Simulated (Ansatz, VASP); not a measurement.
LiF in VASP and in Ansatz

```
Li F
1.0
     3.11840    0.00000    0.00000
    -1.55920    2.70061    0.00000
     0.00000    0.00000    4.33457
Li F
2 2
Direct
  0.33333 0.66667 0.38107
  0.66667 0.33333 0.88107
  0.33333 0.66667 0.99393
  0.66667 0.33333 0.49393
```

Alike in both runs: task single point; functional PBE; k mesh 9 × 9 × 6; occupations gaussian, width 0.05 eV; no spin polarisation.

|  | VASP | Ansatz |
| --- | --- | --- |
| version | VASP 6.6.1 | Ansatz 0.2.0 |
| potentials or method | VASP PAW PBE potentials, release 64 (Li_sv, F), cutoff 520 eV | scalar-relativistic, plane waves, PAW |
| valence electrons in the cell | 20 | 20 |

```tsv
	VASP	Ansatz	Ansatz less VASP
gap on the k mesh at the Fermi level (eV)	8.13	8.14	+0.016
least direct gap on the mesh (eV)	8.13	8.14	+0.016
rms of the force components (eV/Å)	0.589	0.555	-0.0342
```

Atom by atom the forces differ by 0.034 eV/Å (rms over components).

Noted on VASP's run: the cutoff is short for stress, so the pressure is rough.
